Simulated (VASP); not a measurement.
Runs of VASP 6.6.1 on Ga. The structure is that of space group Im-3m (No. 229), or close to it. The cells are those of the table. This isn't the form of Ga at room conditions, which is orthorhombic.

```tsv
task	cell	cutoff (eV)	gap on the mesh (eV)	pressure (GPa)
single point	a = 2.190 Å, angles 109.5°, 1 atom	520	none	(a)
relaxation of cell and atoms	relaxed to 330 GPa from a = 2.190 Å, angles 109.5°, 1 atom	600	none	329.9
relaxation of cell and atoms	relaxed to 330 GPa from a = 2.189 Å, angles 109.5°, 1 atom	600	none	329.9
single point	a = 2.921 Å, angles 109.5°, 1 atom	520	none	0.1
single point	a = 2.189 Å, angles 109.5°, 1 atom	500	none	335.2
```

Alike in all rows: level PBE; potentials or basis VASP PAW PBE potentials, release 64 (Ga_d); no spin polarisation; k mesh 21 × 21 × 21; smearing fermi-dirac 0.05 eV.

Question: Estimate the missing entries.

Answer: (a) 333.5.

Caveats: the cell stands under pressure (at least some runs); the cell is relaxed towards a set pressure, so the run minimises the enthalpy, not the energy (at least some runs).

A k mesh can miss the band edges, and the runs leave out spin-orbit coupling on Ga.

A gap of «none» marks levels without a gap at the run's occupations.
